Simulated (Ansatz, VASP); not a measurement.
## Two plane-wave programs on CaO

Contents of INCAR:

```
SYSTEM = CaO
  ALGO = Normal
  EDIFF = 1E-7
  EDIFFG = -0.002
  ENCUT = 600
  GGA = PS
  GGA_COMPAT = .FALSE.
  IBRION = 2
  ISIF = 3
  ISMEAR = 0
  LASPH = .TRUE.
  LCHARG = .FALSE.
  LREAL = .FALSE.
  LWAVE = .FALSE.
  NELM = 120
  NELMIN = 4
  NSW = 100
  PREC = Accurate
  SIGMA = 0.02
```

Contents of KPOINTS:

```
k-points
0
G
  8 8 8
  0 0 0
```

File POSCAR:

```
CaO
1.0
    0.0000000000      2.3835386696      2.3835386696
    2.3835386696      0.0000000000      2.3835386696
    2.3835386696      2.3835386696      0.0000000000
Ca O
1 1
Direct
    0.0000000000      0.0000000000      0.0000000000
    0.5000000000      0.5000000000      0.5000000000
```

Input for Ansatz:

```yaml
crystal:
  lattice:
    - [0.0, 2.3835386696, 2.3835386696]
    - [2.3835386696, 0.0, 2.3835386696]
    - [2.3835386696, 2.3835386696, 0.0]
  atoms:
    - { symbol: Ca, position: [0.0, 0.0, 0.0] }
    - { symbol: O, position: [0.5, 0.5, 0.5] }
basis:
  ecutwfc: 420
kpoints:
  mp_grid: { grid: [8, 8, 8] }
hamiltonian:
  xc: pbesol
  pseudopotentials: { kind: paw, azcp: { folder: soft_1 } }
scf:
  occupations: { method: gaussian, width: 0.02 }
output:
  forces: true
  stress: true
  eigenvalues: true
  write_density: true
  write_potential: true
  elf: true
  volumetric_format: npy
relax:
  adjacent_minimum: "off"
  f_tol: 0.002
  max_steps: 80
  cell: { stress_tol: 0.02 }
```

Alike in both runs: task relaxation of cell and atoms; functional PBEsol; k mesh 8 × 8 × 8; occupations gaussian, width 0.02 eV; no spin polarisation.

|  | VASP | Ansatz |
| --- | --- | --- |
| version | VASP 6.6.1 | Ansatz 0.2.0 |
| potentials or method | VASP PAW PBE potentials, release 64 (Ca_sv, O), cutoff 600 eV | scalar-relativistic, plane waves, PAW |
| valence electrons in the cell | 16 | 16 |

|  | VASP | Ansatz | Ansatz less VASP |
| --- | --- | --- | --- |
| gap on the k mesh at the Fermi level, each at its own relaxed structure (eV) | 3.53 | 3.54 | +0.018 |
| relaxed volume (Å³/atom) | 13.61 | 13.54 | -0.071 |
| relaxed cell length with the largest relative difference (Å) | 3.376 | 3.370 | -0.0059 |

VASP's potentials were made for PBE, not for PBEsol, and Ansatz warns of the same on its side.
